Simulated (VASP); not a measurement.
CrO2, 6 atoms in the cell. Symmetry: P4_2/mnm, No. 136, tetragonal system. Conventional cell: a = 4.421 Å, b = 4.421 Å, c = 2.917 Å, α = 90.00°, β = 90.00°, γ = 90.00°. Within 2.5 Å of Cr (site symmetry mmm) lie 6 O at 1.88 to 1.92 Å. Within 2.5 Å of O (site symmetry m2m) lie 3 Cr at 1.88 to 1.92 Å and 1 O at 2.49 Å. 

```yaml
Program: VASP 6.6.1
Task: single point
Functional: PBEsol
Potentials_or_basis: VASP PAW PBE potentials, release 64 (Cr_pv, O)
Cutoff: 520 eV
k_mesh: 6 × 6 × 9
Occupations: fermi-dirac, width 0.05 eV
Spin: collinear spin, antiferromagnetic start
Starting_moments: "[3.0, -3.0, 0.0, 0.0, 0.0, 0.0] μB"
Dipole_correction: no
Further_INCAR_settings: ALGO = Normal; EDIFF = 1e-06; NBANDS = 37
```

Potentials or basis: VASP PAW PBE potentials, release 64 (Cr_pv, O).

The run is started by

```bash
$ cat potpaw_PBE.64/Cr_pv/POTCAR potpaw_PBE.64/O/POTCAR > POTCAR
$ mpirun -np 1 vasp_std > vasp.out
```

Hardware: 1 thread of Intel(R) Xeon(R) Platinum 8559C (Emerald Rapids), on a shared host.

Problem. How long does it take, and how much memory?

Solution. It took 110 s on 1 thread of Intel(R) Xeon(R) Platinum 8559C (Emerald Rapids), with other jobs on the host, peak memory 0.29 GiB. Counts: scf iterations 19, k points 50.
